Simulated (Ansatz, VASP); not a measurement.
# MoS3 in VASP and in Ansatz

```
CELL_PARAMETERS angstrom
4.92483 0.00000 0.00000
0.00000 4.92483 0.00000
0.00000 0.00000 4.92483
ATOMIC_POSITIONS crystal
Mo 0.00000 0.00000 0.00000
Mo 0.50000 0.50000 0.50000
S 0.25000 0.00000 0.50000
S 0.50000 0.75000 0.00000
S 0.75000 0.00000 0.50000
S 0.50000 0.25000 0.00000
S 0.00000 0.50000 0.75000
S 0.00000 0.50000 0.25000
```

Change from the starting cell: species swapped into the GaMo3 type (Pm-3n, No. 223).

Alike in both runs: functional PBE; k mesh 8 × 8 × 8; occupations gaussian, width 0.1 eV; no spin polarisation.

Ansatz relaxed the structure, and its values are those at the end. VASP's run is a single point on that final structure, the one shown.

```csv
,VASP,Ansatz
version,VASP 6.6.1,Ansatz 0.2.0
potentials or method,"VASP PAW PBE potentials, release 64 (Mo_sv, S), cutoff 520 eV","scalar-relativistic, plane waves, PAW"
valence electrons in the cell,64,64
```

|  | VASP | Ansatz | Ansatz less VASP |
| --- | --- | --- | --- |
| gap on the k mesh at the Fermi level (eV) | none | none | - |
| pressure (GPa) | -0.1 | 0.0 | +0.08 |

A gap of «none» marks a metal or a gap that the smearing closes. With one functional, cell and mesh, what is left measures potentials, basis and numerics.
